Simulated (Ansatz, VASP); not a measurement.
Two plane-wave programs on Sc

Contents of INCAR:

```
PREC = Accurate
ENCUT = 520
EDIFF = 1E-6
ISMEAR = -1
SIGMA = 0.1
LREAL = False
LASPH = True
NELM = 60
ALGO = Normal
ISIF = 2
LWAVE = False
LCHARG = False
GGA = RP
NBANDS = 12
```

Contents of KPOINTS:

```
regular mesh
0
Gamma
  12 12 12
```

File POSCAR:

```
Sc
1.0
    3.1006465768      0.0000000000      0.0000000000
    0.0000000000      3.1006465768      0.0000000000
    0.0000000000      0.0000000000      3.1006465768
Sc
1
Direct
    0.0000000000      0.0000000000      0.0000000000
```

Input for Ansatz:

```yaml
crystal:
  lattice:
    - [3.1006465768, 0.0, 0.0]
    - [0.0, 3.1006465768, 0.0]
    - [0.0, 0.0, 3.1006465768]
  atoms:
    - { symbol: Sc, position: [0.0, 0.0, 0.0] }
hamiltonian:
  xc: rpbe
  pseudopotentials:
    kind: paw
    azcp:
      Sc: "pseudopotentials/Sc.paw.azcp"
basis:
  ecutwfc: 420
  fft_grid_basis: typed
kpoints:
  mp_grid: { grid: [12, 12, 12], shift: [0, 0, 0] }
magnetization:
  spin_polarized: false
scf:
  occupations: { method: fermi_dirac, width: 0.1 }
  lower_state_search: "off"
output:
  stress: true
```

Alike in both runs: task single point; functional RPBE; k mesh 12 × 12 × 12; occupations fermi-dirac, width 0.1 eV; no spin polarisation.

|  | VASP | Ansatz |
| --- | --- | --- |
| version | VASP 6.6.1 | Ansatz 0.2.0 |
| potentials or method | VASP PAW PBE potentials, release 64 (Sc_sv), cutoff 520 eV | plane waves (420 eV) with PAW, scalar-relativistic |
| valence electrons in the cell | 11 | 11 |

|  | VASP | Ansatz | Ansatz less VASP |
| --- | --- | --- | --- |
| pressure (GPa) | -2.3 | -2.3 | 0.00 |

VASP's potentials were made for PBE, not for RPBE.
